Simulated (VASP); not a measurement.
# Rb (Pm-3m) in VASP: single point with PBEsol

Aim: the single point of Rb with PBEsol.

All numbers are computed with VASP 6.6.1; they aren't measurements. Logs are shortened: lines on timing, memory, paths and dates and some standing lists are left out, and cuts for length are marked.

## Step 1: The cell of the first run

It takes space group Pm-3m (No. 221, cubic). Conventional cell: a = 4.544 Å, b = 4.544 Å, c = 4.544 Å, α = 90.00°, β = 90.00°, γ = 90.00°.

## Step 2: Single point, PBEsol

Input file INCAR:

```
SYSTEM = Rb
PREC     = Accurate       ! precision mode
ENCUT    = 520            ! plane-wave cutoff, eV
EDIFF    = 1E-6           ! SCF threshold, eV
ISMEAR   = -1             ! smearing method
SIGMA    = 0.13605693000000002 ! smearing width, eV
LREAL    = .FALSE.        ! projectors in reciprocal space
LASPH    = .TRUE.         ! aspherical terms in the spheres
NELM     = 100            ! most SCF steps
ALGO     = Normal         ! electronic algorithm
ISIF     = 2              ! what is computed and relaxed
LWAVE    = .FALSE.        ! write WAVECAR
LCHARG   = .FALSE.        ! write CHGCAR
GGA      = PS             ! functional
NBANDS   = 10             ! bands
```

Input file KPOINTS:

```
regular mesh
0
G
  8 8 8
  0 0 0
```

Input file POSCAR:

```
Rb
1.0
    4.5444645480      0.0000000000      0.0000000000
    0.0000000000      4.5444645480      0.0000000000
    0.0000000000      0.0000000000      4.5444645480
Rb
1
Direct
    0.0000000000      0.0000000000      0.0000000000
```

Potentials or basis: VASP PAW PBE potentials, release 64 (Rb_sv).

On the command line:

```sh
cat potpaw_PBE.64/Rb_sv/POTCAR > POTCAR
mpirun -np 1 vasp_std > vasp.out
```

OUTCAR:

```text
SYSTEM = Rb
   PREC = Accurate
   ENCUT = 520
   EDIFF = 1E-6
   ISMEAR = -1
   LREAL = .FALSE.
   LASPH = .TRUE.
   NELM = 100
   ISIF = 2
   GGA = PS

 ion  position               nearest neighbor table
   1  0.000  0.000  0.000-

  LATTYP: Found a simple cubic cell.
 ALAT       =     4.5444645480

  Lattice vectors:

 A1 = (   4.5444645480,   0.0000000000,   0.0000000000)
 A2 = (   0.0000000000,   4.5444645480,   0.0000000000)
 A3 = (   0.0000000000,   0.0000000000,   4.5444645480)

Analysis of symmetry for initial positions (statically):
=====================================================================
 Subroutine PRICEL returns:
 Original cell was already a primitive cell.

 Routine SETGRP: Setting up the symmetry group for a
 simple cubic supercell.

 Subroutine GETGRP returns: Found 48 space group operations
 (whereof 48 operations were pure point group operations)
 out of a pool of 48 trial point group operations.

The static configuration has the point symmetry O_h .

Analysis of symmetry for dynamics (positions and initial velocities):
=====================================================================
 Subroutine PRICEL returns:
 Original cell was already a primitive cell.

 Routine SETGRP: Setting up the symmetry group for a
 simple cubic supercell.

 Subroutine GETGRP returns: Found 48 space group operations
 (whereof 48 operations were pure point group operations)
 out of a pool of 48 trial point group operations.

The dynamic configuration has the point symmetry O_h .

 Subroutine INISYM returns: Found 48 space group operations
 (whereof 48 operations are pure point group operations),
 and found     1 'primitive' translations

----------------------------------------------------------------------------------------

                                     Primitive cell

  volume of cell :      93.8530

  direct lattice vectors                    reciprocal lattice vectors
     4.544464548  0.000000000  0.000000000     0.220047926  0.000000000  0.000000000
     0.000000000  4.544464548  0.000000000     0.000000000  0.220047926  0.000000000
     0.000000000  0.000000000  4.544464548     0.000000000  0.000000000  0.220047926

  length of vectors
[... 80 lines left out ...]
   EDIFF  = 0.1E-05   stopping-criterion for ELM
   LREAL  =      F    real-space projection
   EDIFFG = 0.1E-04   stopping-criterion for IOM
   NSW    =      0    number of steps for IOM
   IBRION =     -1    ionic relax: 0-MD 1-quasi-New 2-CG
   NFREE  =      0    steps in history (QN), initial steepest desc. (CG)
   ISIF   =      2    stress and relaxation
   ISYM   =      2    0-nonsym 1-usesym 2-fastsym
   POTIM  = 0.5000    time-step for ionic-motion
   TEBEG  =    0.0;   TEEND  =   0.0 temperature during run
   PSTRESS=    0.0 pullay stress
   NELECT =       9.0000    total number of electrons
   NUPDOWN=      -1.0000    fix difference up-down
   EMIN   =  10.00;   EMAX   =-10.00  energy-range for DOS
   EFERMI =   0.00;   METHOD = LEGACY
   ISMEAR =    -1;   SIGMA  =   0.14  broadening in eV -4-tet -1-fermi 0-gaus
   EFERMI_NEDOS =   21; number of points for ismear=-14 and -15
   IALGO  =     38    algorithm
   IMIX   =      4    mixing-type and parameters
     AMIX     =   0.40;   BMIX     =  1.00
     AMIX_MAG =   1.60;   BMIX_MAG =  1.00
  volume/ion in A,a.u.               =      93.85       633.35
  Fermi-wavevector in a.u.,A,eV,Ry     =   0.749330  1.416028  7.639603  0.561495
  Thomas-Fermi vector in A             =   1.845824
   LORBIT       =      0    0 simple, 1 ext, 2 COOP (PROOUT), +10 PAW based schemes
   GGA     = PS    functional components
   LHFCALC =     F    Hartree Fock is set to
   AEXX    =    0.0000 exact exchange contribution
   IVDW    =     0    specifies the selected vdW correction
   LEPSILON=     F    determine dielectric tensor
   LRPA    =     F    only Hartree local field effects (RPA)
 non-spin polarized calculation
  energy-cutoff  :      520.00
  volume of cell :       93.85
 maximum number of plane-waves:      2560
 NGX is ok and might be reduce to    36
   NGX = 17   NGY = 17   NGZ = 17

 number of electron       9.0000000 magnetization

 Free energy of the ion-electron system (eV)
  ---------------------------------------------------
  ext. energy  EPLUGINS =         0.00000000
  ---------------------------------------------------
  free energy    TOTEN  =        -0.95303706 eV

  energy without entropy =       -0.90115392  energy(sigma->0) =       -0.92709549

 E-fermi :  -0.1027     XC(G=0):  -5.4367

 val. band max:       -0.1031095057   @ k =   0.5000   0.1250   0.0000
 cond. band min:       0.0583840073   @ k =   0.5000   0.1250   0.1250
 fundamental gap:      0.1614935130
 Fermi energy:        -0.1026767596

 k-point     1 :       0.0000    0.0000    0.0000
  band No.  band energies     occupation
      1     -29.1199      2.00000
      2     -13.1497      2.00000
      3     -13.1497      2.00000
      4     -13.1497      2.00000
      5      -2.0367      2.00000
      6       2.2240      0.00000
      7       2.2240      0.00000
      8       5.7650      0.00000
      9       5.7650      0.00000
     10       5.7655      0.00000
[... 287 lines left out ...]
 k-point    24 :       0.5000    0.3750    0.1250
  band No.  band energies     occupation
      1     -29.1090      2.00000
      2     -13.2715      2.00000
      3     -13.2498      2.00000
      4     -13.1470      2.00000
      5       0.6800      0.00633
      6       1.1652      0.00018
      7       2.2585      0.00000
      8       2.6451      0.00000
      9       4.3307      0.00000
     10       4.3897      0.00000

 [... further k-points ...]

------------------------ aborting loop because EDIFF is reached ----------------------------------------

  FORCE on cell =-STRESS in cart. coord.  units (eV):
  Direction    XX          YY          ZZ          XY          YZ          ZX
  --------------------------------------------------------------------------------------
  -------------------------------------------------------------------------------------
  Total       -0.0010224     -0.0010224     -0.0010224      0.0000000      0.0000000     -0.0000000
  in kB       -0.0174538     -0.0174538     -0.0174538      0.0000000      0.0000000     -0.0000000
  external PRESSURE =      -0.0174538 kB  Pullay stress =       0.0000000 kB

 VOLUME and BASIS-vectors are now :
 -----------------------------------------------------------------------------
  energy-cutoff  :      520.00
  volume of cell :       93.85
      direct lattice vectors                 reciprocal lattice vectors
     4.544464548  0.000000000  0.000000000     0.220047926  0.000000000  0.000000000
     0.000000000  4.544464548  0.000000000     0.000000000  0.220047926  0.000000000
     0.000000000  0.000000000  4.544464548     0.000000000  0.000000000  0.220047926

 POSITION                                       TOTAL-FORCE (eV/Angst)
 -----------------------------------------------------------------------------------
      0.00000      0.00000      0.00000         0.000000      0.000000      0.000000
 -----------------------------------------------------------------------------------
    total drift:                                0.000000      0.000000     -0.000000

  FREE ENERGIE OF THE ION-ELECTRON SYSTEM (eV)
  ---------------------------------------------------
  free  energy   TOTEN  =        -0.9530370613 eV

  energy  without entropy=       -0.9011539163  energy(sigma->0) =       -0.92709549
```

OSZICAR:

```text
N       E                     dE             d eps       ncg     rms          rms(c)
DAV:   1     0.417206510440E+02    0.41721E+02   -0.32832E+03   700   0.659E+02
DAV:   2     0.163117609907E+01   -0.40089E+02   -0.38715E+02   784   0.124E+02
DAV:   3    -0.853085085101E+00   -0.24843E+01   -0.24783E+01   948   0.324E+01
DAV:   4    -0.953496254891E+00   -0.10041E+00   -0.10031E+00   976   0.544E+00
DAV:   5    -0.955497855159E+00   -0.20016E-02   -0.20009E-02   976   0.658E-01    0.103E+00
DAV:   6    -0.953807389063E+00    0.16905E-02   -0.25771E-03   940   0.276E-01    0.631E-01
DAV:   7    -0.953002400646E+00    0.80499E-03   -0.48721E-03   902   0.373E-01    0.603E-02
DAV:   8    -0.953030926207E+00   -0.28526E-04   -0.25715E-04   946   0.116E-01    0.253E-02
DAV:   9    -0.953037853751E+00   -0.69275E-05   -0.94070E-06   958   0.242E-02    0.712E-03
DAV:  10    -0.953037061309E+00    0.79244E-06   -0.65061E-06   964   0.137E-02
   1 F= -.95303706E+00 E0= -.92709549E+00  d E =-.518831E-01
```

stdout:

```text
POSCAR found type information on POSCAR Rb
 POSCAR found :  1 types and       1 ions
 scaLAPACK will be used
 -----------------------------------------------------------------------------
|                                                                             |
|                                                                             |
|     You enforced a specific xc type in the INCAR file but a different       |
|     I HOPE YOU KNOW WHAT YOU ARE DOING!                                     |
|                                                                             |
 -----------------------------------------------------------------------------

 LDA part: xc-table for (Slater+PW92), standard interpolation
 POSCAR, INCAR and KPOINTS ok, starting setup
 FFT: planning ... GRIDC
 FFT: planning ... GRID_SOFT
 FFT: planning ... GRID
 WAVECAR not read
 entering main loop
```

Wall time 27 s (1 thread of Intel Xeon 6975P-C, shared host); peak memory 0.2 GiB.

What came out:

```
Free energy : -0.9530 eV
Pressure    : 0.0 GPa
```

Levels at points of the mesh, in eV from the Fermi level:
```
           k point  band 1  band 2  band 3  band 4  band 5  band 6  band 7  band 8
(0.00, 0.00, 0.00)  -29.02  -13.05  -13.05  -13.05   -1.93    2.33    2.33    5.87
(0.50, 0.00, 0.00)  -29.01  -13.19  -13.03  -13.03   -0.16    0.33    2.92    4.15
(0.50, 0.50, 0.00)  -29.01  -13.17  -13.17  -13.02    0.80    1.70    2.17    2.17
(0.50, 0.50, 0.50)  -29.00  -13.15  -13.15  -13.15    1.82    1.82    1.82    3.70
```

Caveat: the PAW data sets were made with another functional, which shifts forces and pressure a little.
